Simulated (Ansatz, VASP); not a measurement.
**Al12H in VASP and in Ansatz**

Contents of INCAR:

```
SYSTEM = Al12H
  ALGO = Normal
  DIPOL = 0.5 0.5 0.301
  EDIFF = 1E-6
  ENCUT = 520
  GGA = PS
  IDIPOL = 3
  ISIF = 2
  ISMEAR = 0
  LASPH = .TRUE.
  LCHARG = .FALSE.
  LDIPOL = .TRUE.
  LREAL = .FALSE.
  LWAVE = .FALSE.
  NBANDS = 30
  NELM = 100
  PREC = Accurate
  SIGMA = 0.1
```

KPOINTS

```
k-points
0
G
  5 5 1
  0 0 0
```

The input POSCAR:

```
Al12H
1.0
    5.6788540124      0.0000000000      0.0000000000
    0.0000000000      5.6788540124      0.0000000000
    0.0000000000      0.0000000000     21.1413451746
Al H
12 1
Direct
    0.2500000000      0.2500000000      0.1892027195
    0.2500000000      0.7500000000      0.1892027195
    0.7500000000      0.2500000000      0.1892027195
    0.7500000000      0.7500000000      0.1892027195
    0.0000000000      0.0000000000      0.2870821533
    0.0000000000      0.5000000000      0.2870821533
    0.5000000000      0.0000000000      0.2870821533
    0.5000000000      0.5000000000      0.2870821533
    0.2500000000      0.2500000000      0.3850911618
    0.2500000000      0.7500000000      0.3850911618
    0.7500000000      0.2500000000      0.3850911618
    0.7500000000      0.7500000000      0.3850911618
    0.3333333333      0.3333333333      0.4640832971
```

Input for Ansatz:

```yaml
crystal:
  lattice:
    - [5.6788540124, 0.0, 0.0]
    - [0.0, 5.6788540124, 0.0]
    - [0.0, 0.0, 21.1413451746]
  atoms:
    - { symbol: Al, position: [0.25, 0.25, 0.1892027195] }
    - { symbol: Al, position: [0.25, 0.75, 0.1892027195] }
    - { symbol: Al, position: [0.75, 0.25, 0.1892027195] }
    - { symbol: Al, position: [0.75, 0.75, 0.1892027195] }
    - { symbol: Al, position: [0.0, 0.0, 0.2870821533] }
    - { symbol: Al, position: [0.0, 0.5, 0.2870821533] }
    - { symbol: Al, position: [0.5, 0.0, 0.2870821533] }
    - { symbol: Al, position: [0.5, 0.5, 0.2870821533] }
    - { symbol: Al, position: [0.25, 0.25, 0.3850911618] }
    - { symbol: Al, position: [0.25, 0.75, 0.3850911618] }
    - { symbol: Al, position: [0.75, 0.25, 0.3850911618] }
    - { symbol: Al, position: [0.75, 0.75, 0.3850911618] }
    - { symbol: H, position: [0.3333333333, 0.3333333333, 0.4640832971] }
basis:
  ecutwfc: 420
kpoints:
  mp_grid: { grid: [5, 5, 1] }
hamiltonian:
  xc: pbesol
scf:
  occupations: { method: gaussian, width: 0.1 }
output:
  forces: true
  eigenvalues: true
efield:
  axis: 3
  dipole_correction: true
  ramp_width: 0.04
```

Alike in both runs: task single point; functional PBEsol; k mesh 5 × 5 × 1; occupations gaussian, width 0.1 eV; no spin polarisation.

```csv
,VASP,Ansatz
version,VASP 6.6.1,Ansatz 0.2.0
potentials or method,"VASP PAW PBE potentials, release 64 (Al, H), cutoff 520 eV","scalar-relativistic, plane waves, PAW"
valence electrons in the cell,37,37
```

Ansatz gave:

* gap on the k mesh at the Fermi level (eV): none
* rms of the force components (eV/Å): 0.249

Task: Estimate VASP's values.

Result: gap on the k mesh at the Fermi level (eV): none; rms of the force components (eV/Å): 0.248.

VASP's potentials were made for PBE, not for PBEsol. Atom by atom the forces differ by 0.001 eV/Å (rms over components). A gap of «none» marks a metal or a gap that the smearing closes.
